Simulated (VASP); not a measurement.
K, 1 atom in the cell. It takes space group Im-3m (No. 229, cubic). Conventional cell: a = 5.436 Å, b = 5.436 Å, c = 5.436 Å, α = 90.00°, β = 90.00°, γ = 90.00°. 

| Property | Result |
| --- | --- |
| Program | VASP 6.6.1 |
| Task | single point |
| Functional | RPBE |
| Potentials or basis | VASP PAW PBE potentials, release 64 (K_sv) |
| Cutoff | 520 eV |
| k mesh | 7 × 7 × 7 |
| Occupations | fermi-dirac, width 0.05 eV |
| Spin | no spin polarisation |
| Dipole correction | no |
| Further INCAR settings | ALGO = Normal; EDIFF = 1e-06; NBANDS = 10 |

Potentials or basis: VASP PAW PBE potentials, release 64 (K_sv).

Launch:

```bash
$ cat potpaw_PBE.64/K_sv/POTCAR > POTCAR
$ mpirun -np 1 vasp_std > vasp.out
```

Hardware: 1 thread of Intel(R) Xeon(R) Platinum 8259CL CPU @ 2.50GHz (Skylake/Cascade Lake), with other jobs on the host.

How long does it take, and how much memory?

It took 10 s on 1 thread of Intel(R) Xeon(R) Platinum 8259CL CPU @ 2.50GHz (Skylake/Cascade Lake), on a shared host, peak memory 0.2 GiB. Counts: scf iterations 10, k points 20.
